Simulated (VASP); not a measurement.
Input of a VASP 6.6.1 run:

INCAR

```
SYSTEM = Au
PREC = Accurate ; ENCUT = 520
EDIFF = 1E-7 ; ISMEAR = 0
SIGMA = 0.1 ; LREAL = .FALSE.
LASPH = .TRUE. ; NELM = 60
ALGO = Normal ; ISIF = 2
LWAVE = .FALSE. ; LCHARG = .FALSE.
LDIPOL = .TRUE. ; IDIPOL = 3
DIPOL = 0.5 0.5 0.500 ; GGA = PS
IBRION = 2 ; NSW = 80
EDIFFG = -0.02
```

The input KPOINTS:

```
regular mesh
0
G
  12 12 1
  0 0 0
```

The input POSCAR:

```
Au
1.0
    2.8876281861      0.0000000000      0.0000000000
   -1.4438140931      2.5007593659      0.0000000000
    0.0000000000      0.0000000000     26.7886927049
Au
6
Direct
    0.6666666667      0.3333333333      0.2799688691
    0.3333333333      0.6666666667      0.3679813214
    0.0000000000      0.0000000000      0.4559937738
    0.6666666667      0.3333333333      0.5440062262
    0.3333333333      0.6666666667      0.6320186786
    0.0000000000      0.0000000000      0.7200311309
```

Potentials or basis: VASP PAW PBE potentials, release 64 (Au).

Launch:

```sh
$ cat potpaw_PBE.64/Au/POTCAR > POTCAR
$ mpirun -np 1 vasp_std > vasp.out
```

Predict the band gap on the k mesh.

zero (bands 33 and 34 overlap by 4.66 eV).

Estimate the energy gained by relaxing.

0.7 meV/atom.

Step by step:
```csv
step,energy change (eV),largest force (eV/Å),pressure (GPa)
1,0.0000,0.1720,-1.82
2,-0.0025,0.0859,-1.86
3,-0.0032,0.0736,-1.89
4,-0.0037,0.0323,-1.89
5,-0.0038,0.0207,-1.89
6,-0.0039,0.0199,-1.88
```

Caveat: the PAW data sets were made with another functional, which shifts forces and pressure a little; spin-orbit coupling is left out, which moves the levels of the heavy elements.
